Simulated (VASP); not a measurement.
# Sn in VASP: a series of runs

The runs below take Sn through single point, with HSE06.

Everything below comes from runs of VASP 6.6.1. Logs are shortened: lines on timing, memory, paths and dates and some standing lists are left out, and cuts for length are marked.

## (1) The cell of the first run

It takes space group Fd-3m (No. 227, cubic). The conventional cell has a = 6.672 Å, b = 6.672 Å, c = 6.672 Å, α = 90.00°, β = 90.00°, γ = 90.00°. Within 3.8 Å of Sn (site symmetry -43m) lie 4 Sn at 2.89 Å.

This isn't the form of Sn at room conditions, which is tetragonal (white tin).

## (2) Single point, HSE06

The input, POSCAR:

```
Sn
1.0
    0.0000000000      3.3360465928      3.3360465928
    3.3360465928      0.0000000000      3.3360465928
    3.3360465928      3.3360465928      0.0000000000
Sn
2
Direct
    0.0000000000      0.0000000000      0.0000000000
    0.2500000000      0.2500000000      0.2500000000
```

The input, INCAR.step1:

```
PREC = Accurate
ENCUT = 520
EDIFF = 1E-5
ISMEAR = -1
SIGMA = 0.1
LREAL = False
LASPH = True
NELM = 100
ALGO = Normal
ISIF = 2
LWAVE = True
LCHARG = False
GGA = PE
NBANDS = 21
```

The input, INCAR.step2:

```
PREC = Accurate
ENCUT = 520
EDIFF = 1E-6
ISMEAR = -1
SIGMA = 0.1
LREAL = False
LASPH = True
NELM = 100
ALGO = Normal
ISIF = 2
LWAVE = False
LCHARG = False
GGA = PE
LHFCALC = True
HFSCREEN = 0.2079
PRECFOCK = Normal
ISTART = 1
NBANDS = 21
```

The input, KPOINTS:

```
regular mesh
0
Gamma
  4 4 4
```

Potentials or basis: VASP PAW PBE potentials, release 64 (Sn_d).

Command:

```console
cat potpaw_PBE.64/Sn_d/POTCAR > POTCAR
cp INCAR.step1 INCAR
mpirun -np 1 vasp_std > vasp.out
cp INCAR.step2 INCAR
mpirun -np 1 vasp_std > vasp.out
```

OUTCAR:

```text
PREC = Accurate
   ENCUT = 520
   EDIFF = 1E-6
   ISMEAR = -1
   LREAL = False
   LASPH = True
   NELM = 100
   ISIF = 2
   GGA = PE
   LHFCALC = True
   HFSCREEN = 0.2079
   PRECFOCK = Normal
   ISTART = 1

 ion  position               nearest neighbor table
   1  0.000  0.000  0.000-   2 2.89   2 2.89   2 2.89   2 2.89
   2  0.250  0.250  0.250-   1 2.89   1 2.89   1 2.89   1 2.89

  LATTYP: Found a face centered cubic cell.
 ALAT       =     6.6720931856

  Lattice vectors:

 A1 = (   0.0000000000,   3.3360465928,   3.3360465928)
 A2 = (   3.3360465928,   0.0000000000,   3.3360465928)
 A3 = (   3.3360465928,   3.3360465928,   0.0000000000)

Analysis of symmetry for initial positions (statically):
=====================================================================
 Subroutine PRICEL returns:
 Original cell was already a primitive cell.

 Routine SETGRP: Setting up the symmetry group for a
 face centered cubic supercell.

 Subroutine GETGRP returns: Found 48 space group operations
 (whereof 24 operations were pure point group operations)
 out of a pool of 48 trial point group operations.

The static configuration has the point symmetry T_d .
 The point group associated with its full space group is O_h .

Analysis of symmetry for dynamics (positions and initial velocities):
=====================================================================
 Subroutine PRICEL returns:
 Original cell was already a primitive cell.

 Routine SETGRP: Setting up the symmetry group for a
 face centered cubic supercell.

 Subroutine GETGRP returns: Found 48 space group operations
 (whereof 24 operations were pure point group operations)
 out of a pool of 48 trial point group operations.

The dynamic configuration has the point symmetry T_d .
 The point group associated with its full space group is O_h .

 Subroutine INISYM returns: Found 48 space group operations
 (whereof 24 operations are pure point group operations),
 and found     1 'primitive' translations

----------------------------------------------------------------------------------------

                                     Primitive cell
[... 72 lines left out ...]
   ENCUT  =  520.0 eV  38.22 Ry    6.18 a.u.   8.77  8.77  8.77*2*pi/ulx,y,z
   NELM   =    100;   NELMIN=  2; NELMDL=  0     # of ELM steps
   EDIFF  = 0.1E-05   stopping-criterion for ELM
   LREAL  =      F    real-space projection
   EDIFFG = 0.1E-04   stopping-criterion for IOM
   NSW    =      0    number of steps for IOM
   IBRION =     -1    ionic relax: 0-MD 1-quasi-New 2-CG
   NFREE  =      0    steps in history (QN), initial steepest desc. (CG)
   ISIF   =      2    stress and relaxation
   ISYM   =      3    0-nonsym 1-usesym 2-fastsym
   POTIM  = 0.5000    time-step for ionic-motion
   TEBEG  =    0.0;   TEEND  =   0.0 temperature during run
   PSTRESS=    0.0 pullay stress
   NELECT =      28.0000    total number of electrons
   NUPDOWN=      -1.0000    fix difference up-down
   EMIN   =  10.00;   EMAX   =-10.00  energy-range for DOS
   EFERMI =   0.00;   METHOD = LEGACY
   ISMEAR =    -1;   SIGMA  =   0.10  broadening in eV -4-tet -1-fermi 0-gaus
   EFERMI_NEDOS =   21; number of points for ismear=-14 and -15
   IALGO  =     38    algorithm
   IMIX   =      1    mixing-type and parameters
     AMIX     =   0.40;   BMIX     =  1.00
     AMIX_MAG =   1.60;   BMIX_MAG =  1.00
  volume/ion in A,a.u.               =      37.13       250.55
  Fermi-wavevector in a.u.,A,eV,Ry     =   1.182729  2.235035 19.032495  1.398849
  Thomas-Fermi vector in A             =   2.318978
   LORBIT       =      0    0 simple, 1 ext, 2 COOP (PROOUT), +10 PAW based schemes
   GGA     = PE    functional components
   LHFCALC =     T    Hartree Fock is set to
   PRECFOCK=normal    Normal, Fast or Accurate (Low or Medium for compatibility)
   ENCUT4O =  -1.0   cutoff for four orbital integrals eV
   NKREDX  =     1    reduce k-point grid by
   NKREDY  =     1    reduce k-point grid by
   NKREDZ  =     1    reduce k-point grid by
   AEXX    =    0.2500 exact exchange contribution
   HFSCREEN=    0.2079 screening length (either q_TF or 0.3 A-1)
   HFSCREENC=   0.2079 screening length for correlation (either q_TF or 0.3 A-1)
   ENCUTFOCK=  -1.0 apply spherical cutoff to Coloumb kernel
   IVDW    =     0    specifies the selected vdW correction
   LEPSILON=     F    determine dielectric tensor
   LRPA    =     F    only Hartree local field effects (RPA)
 non-spin polarized calculation
  energy-cutoff  :      520.00
  volume of cell :       74.26
 maximum number of plane-waves:      2012
  NGX = 28; NGY = 28; NGZ = 28

 number of electron      28.0000012 magnetization

 Free energy of the ion-electron system (eV)
  ---------------------------------------------------
  ext. energy  EPLUGINS =         0.00000000
  ---------------------------------------------------
  free energy    TOTEN  =        -8.86269544 eV

  energy without entropy =       -8.85072648  energy(sigma->0) =       -8.85671096

 E-fermi :   4.6520     XC(G=0):  -7.1147

 val. band max:        4.6507976921   @ k =   0.0000   0.0000   0.0000
 cond. band min:       4.8530460526   @ k =   0.5000   0.0000   0.0000
 fundamental gap:      0.2022483605
 Fermi energy:         4.6520072490

 k-point     1 :       0.0000    0.0000    0.0000
  band No.  band energies     occupation
      1     -19.0877      2.00000
      2     -19.0877      2.00000
      3     -19.0877      2.00000
      4     -19.0390      2.00000
      5     -19.0390      2.00000
      6     -18.7829      2.00000
[... 181 lines left out ...]
     20      14.0467      0.00000
     21      15.3113      0.00000

------------------------ aborting loop because EDIFF is reached ----------------------------------------

  FORCE on cell =-STRESS in cart. coord.  units (eV):
  Direction    XX          YY          ZZ          XY          YZ          ZX
  --------------------------------------------------------------------------------------
  -------------------------------------------------------------------------------------
  Total       -0.7311081     -0.7311081     -0.7311081     -0.0000000     -0.0000000      0.0000000
  in kB      -15.7748733    -15.7748733    -15.7748733     -0.0000000     -0.0000000      0.0000000
  external PRESSURE =     -15.7748733 kB  Pullay stress =       0.0000000 kB

 VOLUME and BASIS-vectors are now :
 -----------------------------------------------------------------------------
  energy-cutoff  :      520.00
  volume of cell :       74.26
      direct lattice vectors                 reciprocal lattice vectors
     0.000000000  3.336046593  3.336046593    -0.149878003  0.149878003  0.149878003
     3.336046593  0.000000000  3.336046593     0.149878003 -0.149878003  0.149878003
     3.336046593  3.336046593  0.000000000     0.149878003  0.149878003 -0.149878003

 POSITION                                       TOTAL-FORCE (eV/Angst)
 -----------------------------------------------------------------------------------
      0.00000      0.00000      0.00000        -0.000000     -0.000000     -0.000000
      1.66802      1.66802      1.66802         0.000000      0.000000      0.000000
 -----------------------------------------------------------------------------------
    total drift:                                0.000000      0.000000      0.000000

  FREE ENERGIE OF THE ION-ELECTRON SYSTEM (eV)
  ---------------------------------------------------
  free  energy   TOTEN  =        -8.8626954352 eV

  energy  without entropy=       -8.8507264794  energy(sigma->0) =       -8.85671096
```

It took 28 min on 1 thread of Intel Xeon Platinum 8375C at 2.90GHz (Ice Lake), shared host; peak memory 0.31 GiB.

What came out:

* Free energy: -8.8627 eV
* Pressure: -1.6 GPa
* Band gap on the k mesh: zero (filled and empty bands touch)

Levels at points of the mesh, in eV from the Fermi level:
| k point | band 11 | band 12 | band 13 | band 14 | band 15 | band 16 | band 17 | band 18 |
| --- | --- | --- | --- | --- | --- | --- | --- | --- |
| (0.00, 0.00, 0.00) | -11.21 | -0.78 | 0.00 | 0.00 | 0.00 | 2.57 | 2.57 | 2.57 |
| (0.50, 0.00, 0.00) | -9.57 | -6.65 | -1.19 | -1.19 | 0.20 | 3.67 | 3.67 | 6.24 |
| (0.50, 0.50, 0.00) | -8.02 | -8.02 | -2.51 | -2.51 | 1.24 | 1.24 | 8.10 | 8.10 |

Caveat: the k points lie up to 0.41 Å⁻¹ apart; the PAW data sets were made with another functional, which shifts forces and pressure a little; spin-orbit coupling is left out, which moves the levels of the heavy elements.

## (3) Single point, HSE06

This run uses another cell than the first one, of 38.23 Å³/atom.

The input, POSCAR:

```
Sn
1.0
    0.0000000000      3.3687550177      3.3687550177
    3.3687550177      0.0000000000      3.3687550177
    3.3687550177      3.3687550177      0.0000000000
Sn
2
Direct
    0.0000000000      0.0000000000      0.0000000000
    0.2500000000      0.2500000000      0.2500000000
```

The input, INCAR.step1:

```
ALGO = Normal ; EDIFF = 1E-5
ENCUT = 520 ; GGA = PE
ISIF = 2 ; ISMEAR = -1
LASPH = T ; LCHARG = F
LREAL = F ; LWAVE = T
NBANDS = 21 ; NELM = 100
PREC = Accurate ; SIGMA = 0.1
```

The input, INCAR.step2:

```
ALGO = Normal ; EDIFF = 1E-7
ENCUT = 520 ; GGA = PE
HFSCREEN = 0.2079 ; ISIF = 2
ISMEAR = -1 ; ISTART = 1
LASPH = T ; LCHARG = F
LHFCALC = T ; LREAL = F
LWAVE = F ; NBANDS = 21
NELM = 100 ; PREC = Accurate
PRECFOCK = Normal ; SIGMA = 0.1
```

The input, KPOINTS:

```
k-points
0
Gamma
  4 4 4
```

Potentials or basis: VASP PAW PBE potentials, release 64 (Sn_d).

Command:

```console
cat potpaw_PBE.64/Sn_d/POTCAR > POTCAR
cp INCAR.step1 INCAR
mpirun -np 1 vasp_std > vasp.out
cp INCAR.step2 INCAR
mpirun -np 1 vasp_std > vasp.out
```

OUTCAR:

```text
EDIFF = 1E-7
   ENCUT = 520
   GGA = PE
   HFSCREEN = 0.2079
   ISIF = 2
   ISMEAR = -1
   ISTART = 1
   LASPH = T
   LHFCALC = T
   LREAL = F
   NELM = 100
   PREC = Accurate
   PRECFOCK = Normal

 ion  position               nearest neighbor table
   1  0.000  0.000  0.000-   2 2.92   2 2.92   2 2.92   2 2.92
   2  0.250  0.250  0.250-   1 2.92   1 2.92   1 2.92   1 2.92

  LATTYP: Found a face centered cubic cell.
 ALAT       =     6.7375100354

  Lattice vectors:

 A1 = (   0.0000000000,   3.3687550177,   3.3687550177)
 A2 = (   3.3687550177,   0.0000000000,   3.3687550177)
 A3 = (   3.3687550177,   3.3687550177,   0.0000000000)

Analysis of symmetry for initial positions (statically):
=====================================================================
 Subroutine PRICEL returns:
 Original cell was already a primitive cell.

 Routine SETGRP: Setting up the symmetry group for a
 face centered cubic supercell.

[... 151 lines left out ...]
  ---------------------------------------------------
  ext. energy  EPLUGINS =         0.00000000
  ---------------------------------------------------
  free energy    TOTEN  =        -8.83516756 eV

  energy without entropy =       -8.82163696  energy(sigma->0) =       -8.82840226

 E-fermi :   4.3523     XC(G=0):  -7.0182

 val. band max:        3.6829925000   @ k =   0.2500   0.0000   0.0000
 cond. band min:       4.3802170520   @ k =   0.0000   0.0000   0.0000
 fundamental gap:      0.6972245520
 Fermi energy:         4.3523451885

 k-point     1 :       0.0000    0.0000    0.0000
  band No.  band energies     occupation
      1     -19.3293      2.00000
      2     -19.3293      2.00000
      3     -19.3293      2.00000
      4     -19.2839      2.00000
      5     -19.2839      2.00000
      6     -19.0474      2.00000
[... 181 lines left out ...]
     20      13.5826      0.00000
     21      14.8861      0.00000

------------------------ aborting loop because EDIFF is reached ----------------------------------------

  FORCE on cell =-STRESS in cart. coord.  units (eV):
  Direction    XX          YY          ZZ          XY          YZ          ZX
  --------------------------------------------------------------------------------------
  -------------------------------------------------------------------------------------
  Total       -1.1916059     -1.1916059     -1.1916059      0.0000000     -0.0000000      0.0000000
  in kB      -24.9692175    -24.9692175    -24.9692175      0.0000000     -0.0000000      0.0000000
  external PRESSURE =     -24.9692175 kB  Pullay stress =       0.0000000 kB

 VOLUME and BASIS-vectors are now :
 -----------------------------------------------------------------------------
  energy-cutoff  :      520.00
  volume of cell :       76.46
      direct lattice vectors                 reciprocal lattice vectors
     0.000000000  3.368755018  3.368755018    -0.148422784  0.148422784  0.148422784
     3.368755018  0.000000000  3.368755018     0.148422784 -0.148422784  0.148422784
     3.368755018  3.368755018  0.000000000     0.148422784  0.148422784 -0.148422784

 POSITION                                       TOTAL-FORCE (eV/Angst)
 -----------------------------------------------------------------------------------
      0.00000      0.00000      0.00000         0.000000      0.000000      0.000000
      1.68438      1.68438      1.68438        -0.000000     -0.000000     -0.000000
 -----------------------------------------------------------------------------------
    total drift:                                0.000000      0.000000      0.000000

  FREE ENERGIE OF THE ION-ELECTRON SYSTEM (eV)
  ---------------------------------------------------
  free  energy   TOTEN  =        -8.8351675560 eV

  energy  without entropy=       -8.8216369624  energy(sigma->0) =       -8.82840226
```

OUTCAR.step1:

```text
EDIFF = 1E-5
   ENCUT = 520
   GGA = PE
   ISIF = 2
   ISMEAR = -1
[... 395 lines left out ...]
 -----------------------------------------------------------------------------------
      0.00000      0.00000      0.00000         0.000000      0.000000     -0.000000
      1.68438      1.68438      1.68438        -0.000000     -0.000000      0.000000
 -----------------------------------------------------------------------------------
    total drift:                                0.000000      0.000000      0.000000

  FREE ENERGIE OF THE ION-ELECTRON SYSTEM (eV)
  ---------------------------------------------------
  free  energy   TOTEN  =        -7.5257161684 eV

  energy  without entropy=       -7.5050176612  energy(sigma->0) =       -7.51536691
```

OSZICAR.step1:

```text
N       E                     dE             d eps       ncg     rms          rms(c)
DAV:   1     0.228111161158E+03    0.22811E+03   -0.14484E+04   351   0.180E+03
DAV:   2     0.187290564543E+02   -0.20938E+03   -0.20535E+03   336   0.461E+02
DAV:   3    -0.667892803762E+01   -0.25408E+02   -0.25315E+02   391   0.140E+02
DAV:   4    -0.753015852022E+01   -0.85123E+00   -0.85087E+00   401   0.288E+01
DAV:   5    -0.756461816427E+01   -0.34460E-01   -0.34458E-01   472   0.546E+00    0.277E+00
DAV:   6    -0.753599055108E+01    0.28628E-01   -0.28026E-02   478   0.195E+00    0.161E+00
DAV:   7    -0.752296463354E+01    0.13026E-01   -0.39143E-02   356   0.201E+00    0.158E-01
DAV:   8    -0.752512617436E+01   -0.21615E-02   -0.52679E-03   386   0.780E-01    0.538E-02
DAV:   9    -0.752564228749E+01   -0.51611E-03   -0.46213E-04   354   0.127E-01    0.160E-02
DAV:  10    -0.752570980079E+01   -0.67513E-04   -0.92265E-05   317   0.689E-02    0.621E-03
DAV:  11    -0.752571616843E+01   -0.63676E-05   -0.10263E-05   284   0.226E-02
   1 F= -.75257162E+01 E0= -.75153669E+01  d E =-.206985E-01
```

Wall time 35 min (1 thread of Intel Xeon Platinum 8375C at 2.90GHz (Ice Lake), shared host); peak memory 0.31 GiB.

Results:

```yaml
Free_energy: -8.8352 eV
Pressure: -2.5 GPa
Band_gap_on_the_k_mesh: zero (filled and empty bands touch)
```

Caveat: the k points lie up to 0.40 Å⁻¹ apart; the PAW data sets were made with another functional, which shifts forces and pressure a little; spin-orbit coupling is left out, which moves the levels of the heavy elements.

(Part 1 of 2 ends here.)

The gap in the log of VASP goes by the Fermi energy; the results here count the filled bands.